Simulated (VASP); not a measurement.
**Al8O: single point with PBE**

The system is Al8O, a slab with vacuum.

```
CELL_PARAMETERS angstrom
2.85354 0.00000 0.00000
-1.42677 2.47124 0.00000
0.00000 0.00000 31.97493
ATOMIC_POSITIONS crystal
Al 0.33333 0.66667 0.12510
Al 0.00000 0.00000 0.19845
Al 0.66667 0.33333 0.27180
Al 0.00000 0.00000 0.34515
Al 0.33333 0.66667 0.41792
Al 0.00000 0.00000 0.49166
Al 0.66667 0.33333 0.56541
Al 0.00000 0.00000 0.64034
O 0.16667 0.33333 0.68399
```

| Item | Value |
| --- | --- |
| Program | VASP 6.6.1 |
| Task | single point |
| Functional | PBE |
| Potentials or basis | VASP PAW PBE potentials, release 64 (Al, O) |
| Cutoff | 520 eV |
| k mesh | 9 × 9 × 1 |
| Occupations | gaussian, width 0.1 eV |
| Spin | no spin polarisation |

The largest force is 3.155 eV/Å. The band gap on the k mesh is zero (bands 15 and 16 overlap by 2.84 eV).

Forces on the atoms (eV/Å):
```
Al   0.000 -0.003 -0.095
Al   0.000  0.008  0.038
Al   0.000  0.005  0.037
Al   0.000  0.010 -0.047
Al   0.000  0.004  0.157
Al   0.000 -0.017 -0.080
Al   0.000 -0.024  0.181
Al   0.000 -3.136 -0.279
O    0.000  3.154  0.088
```

Levels at points of the mesh, in eV from the Fermi level:
| k point | band 13 | band 14 | band 15 | band 16 | band 17 | band 18 |
| --- | --- | --- | --- | --- | --- | --- |
| (0.00, 0.00, 0.00) | -0.04 | 0.24 | 0.73 | 2.28 | 3.66 | 4.72 |

It took 3.8 min on 1 thread of Intel(R) Xeon(R) 6975P-C (Granite Rapids) (shared host), peak memory 0.42 GiB.
